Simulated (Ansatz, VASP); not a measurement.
**SrAlO in VASP and in Ansatz**

File INCAR:

```
SYSTEM = SrAlO
  PREC = Accurate
  ENCUT = 600
  EDIFF = 1E-7
  ISMEAR = 0
  SIGMA = 0.1
  LREAL = .FALSE.
  LASPH = .TRUE.
  NELM = 60
  ALGO = Normal
  ISIF = 3
  LWAVE = .FALSE.
  LCHARG = .FALSE.
  GGA = PE
  IBRION = 2
  NSW = 100
  EDIFFG = -0.01
```

The input KPOINTS:

```
Automatic mesh
0
G
  12 12 12
  0 0 0
```

POSCAR

```
SrAlO
1.0
    3.7363912199      0.0000000000      0.0000000000
    0.0000000000      3.7363912199      0.0000000000
    0.0000000000      0.0000000000      3.9930328241
Sr Al O
1 1 1
Direct
    0.0000000000      0.0000000000      0.0000000000
    0.5000000000      0.5000000000      0.5000000000
    0.5000000000      0.5000000000      0.0000000000
```

Input for Ansatz:

```yaml
crystal:
  lattice:
    - [3.7363912199, 0.0, 0.0]
    - [0.0, 3.7363912199, 0.0]
    - [0.0, 0.0, 3.9930328241]
  atoms:
    - { symbol: Sr, position: [0.0, 0.0, 0.0] }
    - { symbol: Al, position: [0.5, 0.5, 0.5] }
    - { symbol: O, position: [0.5, 0.5, 0.0] }
basis:
  ecutwfc: 420
kpoints:
  mp_grid: { grid: [12, 12, 12] }
hamiltonian:
  xc: pbe
scf:
  occupations: { method: gaussian, width: 0.1 }
output:
  forces: true
  stress: true
  eigenvalues: true
relax:
  adjacent_minimum: "off"
  f_tol: 0.01
  max_steps: 80
  cell: { stress_tol: 0.05 }
```

Alike in both runs: task relaxation of cell and atoms; functional PBE; k mesh 12 × 12 × 12; occupations gaussian, width 0.1 eV; no spin polarisation.

|  | VASP | Ansatz |
| --- | --- | --- |
| version | VASP 6.6.1 | Ansatz 0.2.0 |
| potentials or method | VASP PAW PBE potentials, release 64 (Sr_sv, Al, O), cutoff 600 eV | scalar-relativistic, plane waves, PAW |
| valence electrons in the cell | 19 | 19 |

```csv
,VASP,Ansatz,Ansatz less VASP
"gap on the k mesh at the Fermi level, each at its own relaxed structure (eV)",none,none,-
relaxed volume (Å³/atom),18.72,18.66,-0.055
relaxed length of the cell vector where the two differ most in proportion (Å),3.745,3.739,-0.0065
```

A gap of «none» marks a metal or a gap that the smearing closes.
